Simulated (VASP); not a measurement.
# Si2W in VASP: single point with PBEsol

Aim: the single point of Si2W with PBEsol.

Everything below comes from runs of VASP 6.6.1. Logs are shortened: lines on timing, memory, paths and dates and some standing lists are left out, and cuts for length are marked.

## 1. The cell of the first run

The typed cell holds 3 atoms: a = 4.516 Å, b = 4.516 Å, c = 4.516 Å, α = 138.46°, β = 138.46°, γ = 60.20°.

## 2. Single point, PBEsol

File INCAR:

```
PREC = Accurate ; ENCUT = 520
EDIFF = 1E-7 ; ISMEAR = 0
SIGMA = 0.15 ; LREAL = F
LASPH = T ; NELM = 80
ALGO = Normal ; ISIF = 2
LWAVE = F ; LCHARG = F
GGA = PS ; NBANDS = 18
```

File KPOINTS:

```
Automatic mesh
0
Gamma
  14 14 14
```

File POSCAR:

```
Si2W
1.0
   -1.6015412404      1.6014603802      3.9073122950
    1.6013695180     -1.6014405507      3.9072338065
    1.6015083089      1.6014076192     -3.9073041698
Si W
2 1
Direct
    0.3344993962      0.3345151288      0.0000007784
    0.6655025535      0.6654944091      0.0000089897
   -0.0000019497     -0.0000095379     -0.0000097683
```

Potentials or basis: VASP PAW PBE potentials, release 64 (Si, W_sv).

Run with:

```bash
> cat potpaw_PBE.64/Si/POTCAR potpaw_PBE.64/W_sv/POTCAR > POTCAR
> mpirun -np 1 vasp_std > vasp.out
```

OUTCAR:

```text
PREC = Accurate
   ENCUT = 520
   EDIFF = 1E-7
   ISMEAR = 0
   LREAL = F
   LASPH = T
   NELM = 80
   ISIF = 2
   GGA = PS

 ion  position               nearest neighbor table
   1  0.334  0.335  0.000-   2 2.59   3 2.61   3 2.61   3 2.61   3 2.61   3 2.61   2 2.62   2 2.62
                             2 2.62   2 2.62
   2  0.666  0.665  0.000-   1 2.59   3 2.61   3 2.61   3 2.61   3 2.61   3 2.61   1 2.62   1 2.62
                             1 2.62   1 2.62
   3  1.000  1.000  1.000-   1 2.61   1 2.61   2 2.61   2 2.61   2 2.61   1 2.61   2 2.61   1 2.61
                             2 2.61   1 2.61

  LATTYP: Found a base centered monoclinic cell.
 ALAT       =     8.4453157108
 B/A-ratio  =     0.3792478706
 C/A-ratio  =     0.9253113052
 COS(beta)  =    -0.9252946397

  Lattice vectors:

 A1 = (   1.6013365865,   1.6014274487,   3.9072419317)
 A2 = (   1.6013695180,  -1.6014405507,   3.9072338065)
 A3 = (   0.0001717224,  -0.0000198295,  -7.8145461015)

Analysis of symmetry for initial positions (statically):
=====================================================================
 Subroutine PRICEL returns:
 Original cell was already a primitive cell.

 Routine SETGRP: Setting up the symmetry group for a
 base centered monoclinic supercell.

 Subroutine GETGRP returns: Found  1 space group operations
 (whereof  1 operations were pure point group operations)
 out of a pool of  4 trial point group operations.

The static configuration has the point symmetry C_1 .

Analysis of symmetry for dynamics (positions and initial velocities):
=====================================================================
 Subroutine PRICEL returns:
 Original cell was already a primitive cell.

 Routine SETGRP: Setting up the symmetry group for a
 base centered monoclinic supercell.

 Subroutine GETGRP returns: Found  1 space group operations
 (whereof  1 operations were pure point group operations)
 out of a pool of  4 trial point group operations.

The dynamic configuration has the point symmetry C_1 .

 Subroutine INISYM returns: Found  1 space group operations
 (whereof  1 operations are pure point group operations),
 and found     1 'primitive' translations

----------------------------------------------------------------------------------------

                                     Primitive cell

  volume of cell :      40.0823

  direct lattice vectors                    reciprocal lattice vectors
    -1.601541240  1.601460380  3.907312295     0.000006021  0.312219848  0.127965693
     1.601369518 -1.601440551  3.907233806     0.312222026  0.000002886  0.127973346
     1.601508309  1.601407619 -3.907304170     0.312222425  0.312223383  0.000006069

  length of vectors
     4.516270482  4.516134651  4.516233065     0.337426218  0.337431135  0.441549865

  position of ions in fractional coordinates (direct lattice)
     0.334499396  0.334515129  0.000000778
     0.665502553  0.665494409  0.000008990
     0.999998050  0.999990462  0.999990232

  ion indices of the primitive-cell ions
   primitive index   ion index
                 1           1
                 2           2
                 3           3

----------------------------------------------------------------------------------------

 KPOINTS: Automatic mesh

Automatic generation of k-mesh.
 Grid dimensions read from file:
 generate k-points for:   14   14   14

 Generating k-lattice:

  Cartesian coordinates                     Fractional coordinates (reciprocal lattice)
     0.000000430  0.022301418  0.009140407     0.071428571  0.000000000  0.000000000
     0.022301573  0.000000206  0.009140953     0.000000000  0.071428571  0.000000000
     0.022301602  0.022301670  0.000000433    -0.000000000 -0.000000000  0.071428571

  Length of vectors
     0.024101873  0.024102224  0.031539276

  Shift w.r.t. Gamma in fractional coordinates (k-lattice)
     0.000000000  0.000000000  0.000000000

 Subroutine IBZKPT returns following result:
 ===========================================

 Found   1376 irreducible k-points:

 Following reciprocal coordinates:
            Coordinates               Weight
  0.000000  0.000000  0.000000      1.000000
  0.071429  0.000000  0.000000      2.000000
 -0.071429  0.000000  0.071429      2.000000
  0.142857 -0.000000  0.000000      2.000000
 -0.142857  0.000000  0.142857      2.000000
  0.214286  0.000000  0.000000      2.000000
[... 16 lines left out ...]
 -0.214286 -0.071429  0.285714      2.000000
  0.285714  0.071429 -0.000000      2.000000
 [... further k-points ...]
   k-points           NKPTS =   1376   k-points in BZ     NKDIM =   1376   number of bands    NBANDS=     18
   number of dos      NEDOS =    301   number of ions     NIONS =      3
   total plane-waves  NPLWV =  46656
   dimension x,y,z NGX =    36 NGY =   36 NGZ =   36
   dimension x,y,z NGXF=    72 NGYF=   72 NGZF=   72
   ions per type =               2   1
   NGX,Y,Z   is equivalent  to a cutoff of  13.25, 13.25, 13.25 a.u.
   NGXF,Y,Z  is equivalent  to a cutoff of  26.50, 26.50, 26.50 a.u.
 SYSTEM =  unknown system
   PREC   = accura    normal or accurate (medium, high low for compatibility)
   ISTART =      0    job   : 0-new  1-cont  2-samecut
   ICHARG =      2    charge: 1-file 2-atom 10-const
   ISPIN  =      1    spin polarized calculation?
   LNONCOLLINEAR =      F non collinear calculations
   LSORBIT =      F    spin-orbit coupling
   LASPH  =      T    aspherical Exc in radial PAW
   ENCUT  =  520.0 eV  38.22 Ry    6.18 a.u.   8.40  8.40  8.40*2*pi/ulx,y,z
   NELM   =     80;   NELMIN=  2; NELMDL= -5     # of ELM steps
   EDIFF  = 0.1E-06   stopping-criterion for ELM
   LREAL  =      F    real-space projection
   EDIFFG = 0.1E-05   stopping-criterion for IOM
   NSW    =      0    number of steps for IOM
   IBRION =     -1    ionic relax: 0-MD 1-quasi-New 2-CG
   NFREE  =      0    steps in history (QN), initial steepest desc. (CG)
   ISIF   =      2    stress and relaxation
   ISYM   =      2    0-nonsym 1-usesym 2-fastsym
   POTIM  = 0.5000    time-step for ionic-motion
   TEBEG  =    0.0;   TEEND  =   0.0 temperature during run
   PSTRESS=    0.0 pullay stress
   NELECT =      22.0000    total number of electrons
   NUPDOWN=      -1.0000    fix difference up-down
   EMIN   =  10.00;   EMAX   =-10.00  energy-range for DOS
   EFERMI =   0.00;   METHOD = LEGACY
   ISMEAR =     0;   SIGMA  =   0.15  broadening in eV -4-tet -1-fermi 0-gaus
   EFERMI_NEDOS =   21; number of points for ismear=-14 and -15
   IALGO  =     38    algorithm
   IMIX   =      4    mixing-type and parameters
     AMIX     =   0.40;   BMIX     =  1.00
     AMIX_MAG =   1.60;   BMIX_MAG =  1.00
  volume/ion in A,a.u.               =      13.36        90.16
  Fermi-wavevector in a.u.,A,eV,Ry     =   1.340390  2.532971 24.444861  1.796647
  Thomas-Fermi vector in A             =   2.468707
   LORBIT       =      0    0 simple, 1 ext, 2 COOP (PROOUT), +10 PAW based schemes
   GGA     = PS    functional components
   LHFCALC =     F    Hartree Fock is set to
   AEXX    =    0.0000 exact exchange contribution
   IVDW    =     0    specifies the selected vdW correction
   LEPSILON=     F    determine dielectric tensor
   LRPA    =     F    only Hartree local field effects (RPA)
 non-spin polarized calculation
 Gauss-broadening in eV      SIGMA  =   0.15
  energy-cutoff  :      520.00
  volume of cell :       40.08
 maximum number of plane-waves:      1104
 NGX is ok and might be reduce to    36
   NGX = 17   NGY = 17   NGZ = 17

 number of electron      21.9999999 magnetization

 Free energy of the ion-electron system (eV)
  ---------------------------------------------------
  ext. energy  EPLUGINS =         0.00000000
  ---------------------------------------------------
  free energy    TOTEN  =       -26.64103747 eV

  energy without entropy =      -26.63828036  energy(sigma->0) =      -26.63965891

 E-fermi :  11.9860     XC(G=0): -12.6482

 val. band max:       11.9816066215   @ k =  -0.4286  -0.4286   0.2857
 cond. band min:      12.0065922791   @ k =   0.5000   0.3571   0.5000
 fundamental gap:      0.0249856577
 Fermi energy:        11.9859654245

 k-point     1 :       0.0000    0.0000    0.0000
  band No.  band energies     occupation
      1     -61.7999      2.00000
      2     -26.0752      2.00000
      3     -26.0458      2.00000
      4     -26.0458      2.00000
      5      -2.1592      2.00000
      6       5.0680      2.00000
[... 10 lines left out ...]
     17      17.7368      0.00000
     18      17.7369      0.00000

 k-point     2 :       0.0714    0.0000    0.0000
  band No.  band energies     occupation
      1     -61.7995      2.00000
      2     -26.0743      2.00000
      3     -26.0573      2.00000
      4     -26.0448      2.00000
      5      -2.0606      2.00000
      6       5.0787      2.00000
[... 10 lines left out ...]
     17      17.7467      0.00000
     18      18.0956      0.00000

 k-point     3 :      -0.0714    0.0000    0.0714
  band No.  band energies     occupation
      1     -61.7995      2.00000
      2     -26.0743      2.00000
      3     -26.0573      2.00000
      4     -26.0448      2.00000
      5      -2.0606      2.00000
      6       5.0788      2.00000
[... 10 lines left out ...]
     17      17.7467      0.00000
     18      18.0956      0.00000

 k-point     4 :       0.1429   -0.0000    0.0000
  band No.  band energies     occupation
      1     -61.7984      2.00000
      2     -26.0894      2.00000
      3     -26.0719      2.00000
      4     -26.0419      2.00000
      5      -1.7685      2.00000
      6       5.0830      2.00000
[... 10 lines left out ...]
     17      17.9178      0.00000
     18      18.9247      0.00000

 k-point     5 :      -0.1429    0.0000    0.1429
  band No.  band energies     occupation
      1     -61.7984      2.00000
      2     -26.0894      2.00000
      3     -26.0719      2.00000
      4     -26.0419      2.00000
      5      -1.7685      2.00000
      6       5.0830      2.00000
[... 10 lines left out ...]
     17      17.9177      0.00000
     18      18.9247      0.00000

 k-point     6 :       0.2143    0.0000    0.0000
  band No.  band energies     occupation
      1     -61.7968      2.00000
      2     -26.1354      2.00000
      3     -26.0684      2.00000
      4     -26.0377      2.00000
      5      -1.2938      2.00000
      6       4.9722      2.00000
[... 10 lines left out ...]
     17      18.6126      0.00000
     18      20.0399      0.00000

 k-point     7 :      -0.2143    0.0000    0.2143
  band No.  band energies     occupation
      1     -61.7968      2.00000
      2     -26.1354      2.00000
      3     -26.0684      2.00000
      4     -26.0376      2.00000
      5      -1.2938      2.00000
      6       4.9723      2.00000
[... 10 lines left out ...]
     17      18.6124      0.00000
     18      20.0399      0.00000

 k-point     8 :       0.2857    0.0000    0.0000
  band No.  band energies     occupation
      1     -61.7950      2.00000
      2     -26.1859      2.00000
      3     -26.0645      2.00000
      4     -26.0330      2.00000
      5      -0.6539      2.00000
      6       4.5638      2.00000
[... 10 lines left out ...]
     17      19.3193      0.00000
     18      20.8198      0.00000
[... 229 lines left out ...]
     17      18.0366      0.00000
     18      18.1737      0.00000

 k-point    20 :       0.1429    0.0714    0.0000
  band No.  band energies     occupation
      1     -61.7980      2.00000
      2     -26.0884      2.00000
      3     -26.0717      2.00000
      4     -26.0532      2.00000
      5      -1.6164      2.00000
      6       4.8530      2.00000
[... 10 lines left out ...]
     17      18.2158      0.00000
     18      18.8961      0.00000

 k-point    21 :      -0.1429   -0.0714    0.2143
  band No.  band energies     occupation
      1     -61.7980      2.00000
      2     -26.0884      2.00000
      3     -26.0717      2.00000
      4     -26.0532      2.00000
      5      -1.6164      2.00000
      6       4.8531      2.00000
[... 10 lines left out ...]
     17      18.2156      0.00000
     18      18.8960      0.00000

 k-point    22 :       0.2143    0.0714    0.0000
  band No.  band energies     occupation
      1     -61.7964      2.00000
      2     -26.1342      2.00000
      3     -26.0684      2.00000
      4     -26.0489      2.00000
      5      -1.1209      2.00000
      6       4.6949      2.00000
[... 10 lines left out ...]
     17      18.4214      0.00000
     18      20.0754      0.00000

 k-point    23 :      -0.2143   -0.0714    0.2857
  band No.  band energies     occupation
      1     -61.7964      2.00000
      2     -26.1342      2.00000
      3     -26.0684      2.00000
      4     -26.0489      2.00000
      5      -1.1209      2.00000
      6       4.6950      2.00000
[... 10 lines left out ...]
     17      18.4211      0.00000
     18      20.0753      0.00000

 k-point    24 :       0.2857    0.0714   -0.0000
  band No.  band energies     occupation
      1     -61.7946      2.00000
      2     -26.1846      2.00000
      3     -26.0644      2.00000
      4     -26.0441      2.00000
      5      -0.4665      2.00000
      6       4.3668      2.00000
[... 10 lines left out ...]
     17      18.9191      0.00000
     18      20.4819      0.00000

 [... further k-points ...]

------------------------ aborting loop because EDIFF is reached ----------------------------------------

  FORCE on cell =-STRESS in cart. coord.  units (eV):
  Direction    XX          YY          ZZ          XY          YZ          ZX
  --------------------------------------------------------------------------------------
  -------------------------------------------------------------------------------------
  Total        0.0812321      0.0814739      0.0989000      0.0010889     -0.0003512      0.0023798
  in kB        3.2470225      3.2566852      3.9532453      0.0435240     -0.0140367      0.0951237
  external PRESSURE =       3.4856510 kB  Pullay stress =       0.0000000 kB

 VOLUME and BASIS-vectors are now :
 -----------------------------------------------------------------------------
  energy-cutoff  :      520.00
  volume of cell :       40.08
      direct lattice vectors                 reciprocal lattice vectors
    -1.601541240  1.601460380  3.907312295     0.000006021  0.312219848  0.127965693
     1.601369518 -1.601440551  3.907233806     0.312222026  0.000002886  0.127973346
     1.601508309  1.601407619 -3.907304170     0.312222425  0.312223383  0.000006069

 POSITION                                       TOTAL-FORCE (eV/Angst)
 -----------------------------------------------------------------------------------
     -0.00003     -0.00002      2.61402        -0.000448      0.000290     -0.003864
     -0.00011      0.00004      5.20053        -0.000009     -0.000347      0.003715
      1.60131      1.60142      3.90724         0.000457      0.000057      0.000150
 -----------------------------------------------------------------------------------
    total drift:                               -0.000000     -0.000000     -0.000000

  FREE ENERGIE OF THE ION-ELECTRON SYSTEM (eV)
  ---------------------------------------------------
  free  energy   TOTEN  =       -26.6410374653 eV

  energy  without entropy=      -26.6382803642  energy(sigma->0) =      -26.63965891
```

It took 8.4 min on 1 thread of Intel Xeon 6975P-C (Granite Rapids), shared host; peak memory 0.97 GiB.

Results:

| Quantity | Value |
| --- | --- |
| Free energy | -26.6410 eV |
| Pressure | 0.3 GPa |
| Largest force | 0.004 eV/Å |
| Band gap on the k mesh | zero (bands 11 and 12 overlap by 1.29 eV) |

Forces in eV/Å, atoms in the order of the input:
```
Si   0.000  0.000 -0.004
Si   0.000  0.000  0.004
W    0.000  0.000  0.000
```

Levels at points of the mesh, in eV from the Fermi level:
```tsv
k point	band 7	band 8	band 9	band 10	band 11	band 12	band 13	band 14	band 15	band 16
(0.00, 0.00, 0.00)	-3.72	-3.40	-2.86	-2.86	0.63	2.82	2.87	3.13	3.13	4.65
(0.50, 0.00, 0.00)	-5.79	-4.87	-2.81	-2.81	-0.45	2.73	2.82	3.97	4.48	5.12
(0.50, 0.00, 0.50)	-5.79	-4.87	-2.81	-2.81	-0.45	2.73	2.82	3.96	4.48	5.12
(0.00, 0.50, 0.00)	-5.79	-4.87	-2.81	-2.81	-0.45	2.73	2.82	3.97	4.48	5.12
(0.00, 0.50, 0.50)	-5.79	-4.87	-2.81	-2.81	-0.45	2.73	2.82	3.97	4.48	5.12
(0.50, 0.50, 0.00)	-6.04	-5.47	-5.05	-3.30	-1.75	2.83	3.00	3.16	3.91	4.32
(0.00, 0.00, 0.50)	-6.04	-5.47	-5.05	-3.30	-1.75	2.83	3.00	3.16	3.91	4.32
(0.50, 0.50, 0.50)	-3.92	-2.62	-0.82	-0.82	-0.51	-0.51	0.81	4.53	4.99	6.12
```

Caveat: the PAW data sets were made with another functional, which shifts forces and pressure a little; spin-orbit coupling is left out, which moves the levels of the heavy elements.
